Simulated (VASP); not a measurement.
Write the native input for VASP 6.6.1 that does the following.

```
Task                   : relaxation of cell and atoms
Functional             : PBE
Dispersion             : D3(BJ)
Potentials or basis    : VASP PAW PBE potentials, release 64 (Sb, Bi_d)
Cutoff                 : 600 eV
k mesh                 : 6 × 6 × 4
Occupations            : gaussian, width 0.03 eV
Spin                   : no spin polarisation
Further INCAR settings : ALGO = Normal; EDIFF = 1e-06; IBRION = 2; EDIFFG = -0.01; NSW = 90; ISIF = 3
```

The structure of Bi7Sb lies in POSCAR:

```
Bi7Sb
1.0
    9.0149569400      0.0000000000      0.0000000000
    4.5074784700     -7.8071817200      0.0000000000
    4.5074784700     -2.6023939100     -7.8282029600
Sb Bi
2 14
Direct
    0.1170000000      0.6170000000      0.1490000000
    0.6170000000      0.1170000000      0.6490000000
    0.1170000000      0.1170000000      0.1490000000
    0.1170000000      0.6170000000      0.6490000000
    0.1170000000      0.1170000000      0.6490000000
    0.6170000000      0.6170000000      0.1490000000
    0.6170000000      0.1170000000      0.1490000000
    0.6170000000      0.6170000000      0.6490000000
    0.3830000000      0.8830000000      0.3510000000
    0.3830000000      0.3830000000      0.3510000000
    0.3830000000      0.8830000000      0.8510000000
    0.3830000000      0.3830000000      0.8510000000
    0.8830000000      0.8830000000      0.3510000000
    0.8830000000      0.3830000000      0.3510000000
    0.8830000000      0.8830000000      0.8510000000
    0.8830000000      0.3830000000      0.8510000000
```

The input as run:

INCAR

```
SYSTEM = Bi7Sb
PREC = Accurate ; ENCUT = 600
EDIFF = 1E-6 ; ISMEAR = 0
SIGMA = 0.03 ; LREAL = .FALSE.
LASPH = .TRUE. ; NELM = 80
ALGO = Normal ; ISIF = 3
LWAVE = .FALSE. ; LCHARG = .FALSE.
GGA = PE ; IVDW = 12
IBRION = 2 ; NSW = 90
EDIFFG = -0.01 ; KPAR = 4
```

KPOINTS

```
regular mesh
0
G
  6 6 4
  0 0 0
```

Potentials or basis: VASP PAW PBE potentials, release 64 (Sb, Bi_d).

Command:

```sh
$ cat potpaw_PBE.64/Sb/POTCAR potpaw_PBE.64/Bi_d/POTCAR > POTCAR
$ mpirun -np 4 vasp_std > vasp.out
```

Results of the run:

| Item | Value |
| --- | --- |
| Relaxed volume | 34.06 Å³/atom |
| Relaxed cell | a = 9.018 Å, b = 9.018 Å, c = 9.327 Å, α = 61.09°, β = 61.09°, γ = 60.00° |
| Space group after relaxing (to 0.1 Å) | R3m (No. 160) |
| Energy gained by relaxing | 5.5 meV/atom |
| Ionic steps | 10 |
| Pressure after relaxing | 0.0 GPa |
| Largest force after relaxing | 0.009 eV/Å |
| Band gap on the k mesh | zero (bands 110 and 111 overlap by 0.22 eV) |
| Dispersion energy per atom | -0.462 eV |

Caveat: spin-orbit coupling is left out, which moves the levels of the heavy elements.

Wall time 100 min on 4 MPI ranks on Intel(R) Xeon(R) 6975P-C (Granite Rapids), on a shared host, peak memory 2.5 GiB a rank.
